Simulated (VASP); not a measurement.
Set up this calculation in VASP 6.6.1, as the native input.

| Item | Value |
| --- | --- |
| Task | single point |
| Functional | LDA |
| Potentials or basis | VASP PAW LDA potentials, release 64 (Ga_d, N) |
| Cutoff | 520 eV |
| k mesh | 8 × 6 × 6 |
| Occupations | gaussian, width 0.05 eV |
| Spin | no spin polarisation |
| Dipole correction | no |
| Further INCAR settings | ALGO = Normal; EDIFF = 1e-06; NBANDS = 46 |

The structure of GaN lies in POSCAR:

```
GaN
1.0
   -3.1515767111      0.0000000000      0.0000000000
    0.0000000000      0.0000000000     -5.1382481593
    0.0000000000     -5.4586909876      0.0000000000
Ga N
4 4
Direct
    0.5000000000      0.0006159438      0.1731926027
    0.0000000000     -0.0045463949      0.6601453695
    0.0000000000      0.4954536051      0.3398546305
    0.5000000000      0.5006159438      0.8268073973
    0.5000000000      0.6363739558      0.1676247395
    0.0000000000      0.6387695336      0.6657371220
    0.0000000000      0.1387695336      0.3342628780
    0.5000000000      0.1363739558      0.8323752605
```

This cell differs from its parent crystal: atoms displaced along several vibrational modes.

These files were run (other wordings do the same):

INCAR

```
  ALGO = Normal
  EDIFF = 1E-6
  ENCUT = 520
  ISIF = 2
  ISMEAR = 0
  LASPH = T
  LCHARG = T
  LELF = T
  LREAL = F
  LVHAR = T
  LWAVE = F
  NBANDS = 46
  NELM = 80
  PREC = Accurate
  SIGMA = 0.05
```

KPOINTS

```
k-points
0
Gamma
  8 6 6
```

Potentials or basis: VASP PAW LDA potentials, release 64 (Ga_d, N).

Launch:

```console
$ cat potpaw_LDA.64/Ga_d/POTCAR potpaw_LDA.64/N/POTCAR > POTCAR
$ mpirun -np 1 vasp_std > vasp.out
```

It gave:

```json
{
  "Pressure": "2.1 GPa",
  "Largest force": "1.946 eV/Å",
  "Band gap on the k mesh": "2.02 eV"
}
```

Caveat: the cell differs from its parent crystal (atoms displaced along several vibrational modes); the stress differs along the axes, from -2 to 10 GPa; forces of over 1 eV/Å act on the atoms, so gaps and moduli don't describe the material at rest.

It took 4 min on 1 thread of Intel(R) Xeon(R) Platinum 8488C (Sapphire Rapids), with other jobs on the host, peak memory 0.33 GiB.
